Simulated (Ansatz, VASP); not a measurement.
Two plane-wave programs on Rb

```xyz
1
Lattice="-2.8359 2.8359 2.8359 2.8359 -2.8359 2.8359 2.8359 2.8359 -2.8359" Properties=species:S:1:pos:R:3 pbc="T T T"
Rb    0.0000    0.0000    0.0000
```

Alike in both runs: task single point; functional PBE; k mesh 8 × 8 × 8; no spin polarisation.

```csv
,VASP,Ansatz
version,VASP 6.6.1,Ansatz 0.2.0
potentials or method,"VASP PAW PBE potentials, release 64 (Rb_sv), cutoff 520 eV","plane waves (420 eV) with PAW, scalar-relativistic"
occupations,"methfessel-paxton of order 1, width 1 eV","cold, width 1 eV"
valence electrons in the cell,9,9
```

```csv
,VASP,Ansatz,Ansatz less VASP
pressure (GPa),0.0,0.0,+0.04
```
